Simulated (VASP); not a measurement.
Sc3C, 4 atoms in the cell. Symmetry: Fm-3m, No. 225, cubic system. The conventional cell has a = 6.400 Å, b = 6.400 Å, c = 6.400 Å, α = 90.00°, β = 90.00°, γ = 90.00°. Sc (site symmetry -43m) has 10 Sc at 2.77 to 3.20 Å and 4 C at 2.77 Å within 3.7 Å. Within 3.7 Å of Sc (site symmetry m-3m) lie 8 Sc at 2.77 Å and 6 C at 3.20 Å. C (site symmetry m-3m) has 14 Sc at 2.77 to 3.20 Å within 3.7 Å. The cell was built from a structure type or drawn by symmetry, and may not be a known phase.

```yaml
Program: VASP 6.6.1
Task: single point
Functional: PBE
Potentials_or_basis: VASP PAW PBE potentials, release 64 (Sc_sv, C)
Cutoff: 600 eV
k_mesh: 6 × 6 × 6
Occupations: gaussian, width 0.1 eV
Spin: no spin polarisation
Dipole_correction: no
Further_INCAR_settings: ALGO = Normal; EDIFF = 1e-06; NBANDS = 26
```

Potentials or basis: VASP PAW PBE potentials, release 64 (Sc_sv, C).

Launch:

```sh
$ cat potpaw_PBE.64/Sc_sv/POTCAR potpaw_PBE.64/C/POTCAR > POTCAR
$ mpirun -np 1 vasp_std > vasp.out
```

Hardware: 1 thread of Intel(R) Xeon(R) 6975P-C (Granite Rapids), with other jobs on the host.

Task: Estimate the wall time of this run.

Result: Wall time 20 s on 1 thread of Intel(R) Xeon(R) 6975P-C (Granite Rapids) (shared host), peak memory 0.2 GiB. Counts: scf iterations 15, k points 16.
